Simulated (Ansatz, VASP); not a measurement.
One calculation of Ge, two programs

File INCAR:

```
ALGO = Normal
EDIFF = 1E-6
EDIFFG = -0.04
ENCUT = 600
GGA = PE
IBRION = 2
ISIF = 3
ISMEAR = 0
LASPH = T
LCHARG = F
LREAL = F
LWAVE = F
NELM = 60
NSW = 90
PREC = Accurate
SIGMA = 0.1
```

KPOINTS

```
k-points
0
Gamma
  3 3 6
```

The input POSCAR:

```
Ge
1.0
    7.9532987666      0.0000000000      0.0000000000
   -3.9766493833      6.8877587758      0.0000000000
    0.0000000000      0.0000000000      3.0784343313
Ge
8
Direct
    0.3345685832      0.0000000000      0.0000000000
    0.0000000000      0.3345685832      0.0000000000
    0.6654314168      0.6654314168      0.0000000000
    0.6654314168      0.0000000000      0.0000000000
    0.0000000000      0.6654314168      0.0000000000
    0.3345685832      0.3345685832      0.0000000000
    0.3333333333      0.6666666667      0.5000000000
    0.6666666667      0.3333333333      0.5000000000
```

Input for Ansatz:

```yaml
crystal:
  lattice:
    - [7.9532987666, 0.0, 0.0]
    - [-3.9766493833, 6.8877587758, 0.0]
    - [0.0, 0.0, 3.0784343313]
  atoms:
    - { symbol: Ge, position: [0.3345685832, 0.0, 0.0] }
    - { symbol: Ge, position: [0.0, 0.3345685832, 0.0] }
    - { symbol: Ge, position: [0.6654314168, 0.6654314168, 0.0] }
    - { symbol: Ge, position: [0.6654314168, 0.0, 0.0] }
    - { symbol: Ge, position: [0.0, 0.6654314168, 0.0] }
    - { symbol: Ge, position: [0.3345685832, 0.3345685832, 0.0] }
    - { symbol: Ge, position: [0.3333333333, 0.6666666667, 0.5] }
    - { symbol: Ge, position: [0.6666666667, 0.3333333333, 0.5] }
basis:
  ecutwfc: 420
kpoints:
  mp_grid: { grid: [3, 3, 6] }
hamiltonian:
  xc: pbe
scf:
  occupations: { method: gaussian, width: 0.1 }
  lower_state_search: "off"
output:
  forces: true
  stress: true
  eigenvalues: true
relax:
  adjacent_minimum: "off"
  f_tol: 0.04
  max_steps: 70
  cell: { stress_tol: 0.4 }
```

Alike in both runs: task relaxation of cell and atoms; functional PBE; k mesh 3 × 3 × 6; occupations gaussian, width 0.1 eV; no spin polarisation.

|  | VASP | Ansatz |
| --- | --- | --- |
| version | VASP 6.6.1 | Ansatz 0.2.0 |
| potentials or method | VASP PAW PBE potentials, release 64 (Ge_d), cutoff 600 eV | scalar-relativistic, plane waves, PAW |
| valence electrons in the cell | 112 | 112 |

```tsv
	VASP	Ansatz	Ansatz less VASP
gap on the k mesh at the Fermi level, each at its own relaxed structure (eV)	none	none	-
relaxed volume (Å³/atom)	21.13	21.21	+0.080
relaxed cell length with the largest relative difference (Å)	8.087	8.106	+0.0192
```

A gap of «none» marks a metal or a gap that the smearing closes.
